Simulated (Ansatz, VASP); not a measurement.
One calculation of Zr3NbTe2, two programs

INCAR

```
ALGO = Normal
EDIFF = 1E-6
EDIFFG = -0.04
ENCUT = 600
GGA = PE
IBRION = 2
ISIF = 3
ISMEAR = 0
LASPH = True
LCHARG = False
LREAL = False
LWAVE = False
NELM = 100
NSW = 90
PREC = Accurate
SIGMA = 0.1
```

The input KPOINTS:

```
k-points
0
Gamma
  3 3 4
```

Contents of POSCAR:

```
Zr3NbTe2
1.0
    5.9986267300      0.0000000000      0.0000000000
   -2.9993133700      5.1949631400      0.0000000000
    0.0000000000      0.0000000000      4.4304753900
Zr Nb Te
3 1 2
Direct
    0.0000000000      0.5000000000      0.9950230700
    0.5000000000      0.0000000000      0.9950230700
    0.5000000000      0.5000000000      0.9950230700
    0.0000000000      0.0000000000      0.1926302600
    0.6666666700      0.3333333300      0.4961477200
    0.3333333300      0.6666666700      0.4961477200
```

Input for Ansatz:

```yaml
crystal:
  lattice:
    - [5.99862673, 0.0, 0.0]
    - [-2.99931337, 5.19496314, 0.0]
    - [0.0, 0.0, 4.43047539]
  atoms:
    - { symbol: Zr, position: [0.0, 0.5, 0.99502307] }
    - { symbol: Zr, position: [0.5, 0.0, 0.99502307] }
    - { symbol: Zr, position: [0.5, 0.5, 0.99502307] }
    - { symbol: Nb, position: [0.0, 0.0, 0.19263026] }
    - { symbol: Te, position: [0.66666667, 0.33333333, 0.49614772] }
    - { symbol: Te, position: [0.33333333, 0.66666667, 0.49614772] }
basis:
  ecutwfc: 420
kpoints:
  mp_grid: { grid: [3, 3, 4] }
hamiltonian:
  xc: pbe
scf:
  occupations: { method: gaussian, width: 0.1 }
  lower_state_search: "off"
output:
  forces: true
  stress: true
  eigenvalues: true
relax:
  adjacent_minimum: "off"
  f_tol: 0.04
  max_steps: 70
  cell: { stress_tol: 0.4 }
```

Change from the starting cell: species swapped into the NaSn2Pd3 type (P6mm, No. 183).

Alike in both runs: task relaxation of cell and atoms; functional PBE; k mesh 3 × 3 × 4; occupations gaussian, width 0.1 eV; no spin polarisation.

|  | VASP | Ansatz |
| --- | --- | --- |
| version | VASP 6.6.1 | Ansatz 0.2.0 |
| potentials or method | VASP PAW PBE potentials, release 64 (Zr_sv, Nb_sv, Te), cutoff 600 eV | scalar-relativistic, plane waves, PAW |
| valence electrons in the cell | 61 | 81 |

Ansatz gave:

```
gap on the k mesh at the Fermi level, each at its own relaxed structure (eV) : none
relaxed volume (Å³/atom)                                                     : 25.68
relaxed length of the cell vector where the two differ most in proportion (Å)              : 4.729
```

Problem. Estimate VASP's values.

Solution. gap on the k mesh at the Fermi level, each at its own relaxed structure (eV): none; relaxed volume (Å³/atom): 25.69; relaxed length of the cell vector where the two differ most in proportion (Å): 4.743.

A gap of «none» marks a metal or a gap that the smearing closes. VASP's potentials hold 61 valence electrons a cell and Ansatz's 81, so a difference there can come from the potentials and not from the codes.

The k mesh is coarse, so the values compare programs but aren't converged. Spin-orbit coupling is off throughout.
